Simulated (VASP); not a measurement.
C:

```
C
1.0
     2.54751    0.00000    0.00000
     0.00000    2.41707    0.00000
    -0.06908    0.00000    6.23339
C
6
Direct
  0.49980 0.25000 0.58051
  0.99865 0.75000 0.05672
  0.50020 0.75000 0.41949
  0.00135 0.25000 0.94328
  0.99573 0.75000 0.29100
  0.00427 0.25000 0.70900
```

| Item | Value |
| --- | --- |
| Program | VASP 6.6.1 |
| Task | relaxation of cell and atoms |
| Functional | PBE |
| Potentials or basis | VASP PAW PBE potentials, release 64 (C) |
| Cutoff | 600 eV |
| k mesh | 6 × 8 × 4 |
| Occupations | gaussian, width 0.1 eV |
| Spin | no spin polarisation |

At the start: pressure 7.6 GPa; volume 6.40 Å³/atom.

Q: How do energy, volume and symmetry change on relaxing?

A: Over 7 steps the energy falls by 5.3 meV/atom and the volume is 6.53 Å³/atom (+2.1 %); space group Pmma (No. 51, to 0.1 Å) before and after.

The path:
```
step  energy change (eV)  largest force (eV/Å)  pressure (GPa)  volume (Å³)
   1              0.0000                0.5521            7.57        38.38
   2              0.0099                0.6746           -8.59        40.09
   3             -0.0294                0.1003           -0.29        39.16
   4             -0.0307                0.1850           -0.18        39.21
   5             -0.0318                0.0828           -0.23        39.19
   6             -0.0318                0.1010            0.24        39.16
   7             -0.0320                0.0285            0.02        39.17
```

Final structure:
```yaml
crystal:
  lattice:
    - [2.57664, 0.00000, 0.00774]
    - [0.00000, 2.42675, 0.00000]
    - [-0.05090, 0.00000, 6.26459]
  atoms:
    - { symbol: C, position: [0.50151, 0.25000, 0.57853] }
    - { symbol: C, position: [0.99825, 0.75000, 0.05730] }
    - { symbol: C, position: [0.49849, 0.75000, 0.42147] }
    - { symbol: C, position: [0.00175, 0.25000, 0.94270] }
    - { symbol: C, position: [0.99682, 0.75000, 0.29260] }
    - { symbol: C, position: [0.00318, 0.25000, 0.70740] }
```

Caveat: the k points lie up to 0.41 Å⁻¹ apart in the final cell, too coarse for converged energies and pressures of a metal.
